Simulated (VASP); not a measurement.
The system is RbHg6.

```xyz
7
Lattice="0.0000 5.0881 5.0881 5.0881 0.0000 5.0881 5.0881 5.0881 0.0000" Properties=species:S:1:pos:R:3 pbc="T T T"
Rb    0.0000    0.0000    0.0000
Hg    2.5440    2.5440    5.0881
Hg    2.5440    5.0881    2.5440
Hg    2.5440    2.5440    0.0000
Hg    2.5440    0.0000    2.5440
Hg    5.0881    2.5440    2.5440
Hg    0.0000    2.5440    2.5440
```

The cell was built from a structure type or drawn by symmetry, and may not be a known phase.

| Property | Result |
| --- | --- |
| Program | VASP 6.6.1 |
| Task | relaxation of cell and atoms |
| Functional | PBE |
| Potentials or basis | VASP PAW PBE potentials, release 64 (Rb_sv, Hg_sv_GW) |
| Cutoff | 500 eV |
| k mesh | 6 × 6 × 6 |
| Occupations | gaussian, width 0.1 eV |
| Spin | no spin polarisation |

At the start: pressure -0.7 GPa; volume 37.64 Å³/atom.

Question: How do energy, volume and symmetry change on relaxing?

Answer: Over 3 steps the energy falls by 4.2 meV/atom and the volume is 35.69 Å³/atom (-5.2 %); space group Fm-3m (No. 225, to 0.1 Å) before and after.

The path:
```tsv
step	energy change (eV)	largest force (eV/Å)	pressure (GPa)	volume (Å³)
1	0.0000	0.0000	-0.69	263.45
2	-0.0205	0.0000	-0.39	257.33
3	-0.0293	0.0000	0.02	249.81
```

Final structure:
```xyz
7
Lattice="0.0000 4.9987 4.9987 4.9987 0.0000 4.9987 4.9987 4.9987 0.0000" Properties=species:S:1:pos:R:3 pbc="T T T"
Rb    0.0000    0.0000    0.0000
Hg    2.4994    2.4994    4.9987
Hg    2.4994    4.9987    2.4994
Hg    2.4994    2.4994    0.0000
Hg    2.4994    0.0000    2.4994
Hg    4.9987    2.4994    2.4994
Hg    0.0000    2.4994    2.4994
```
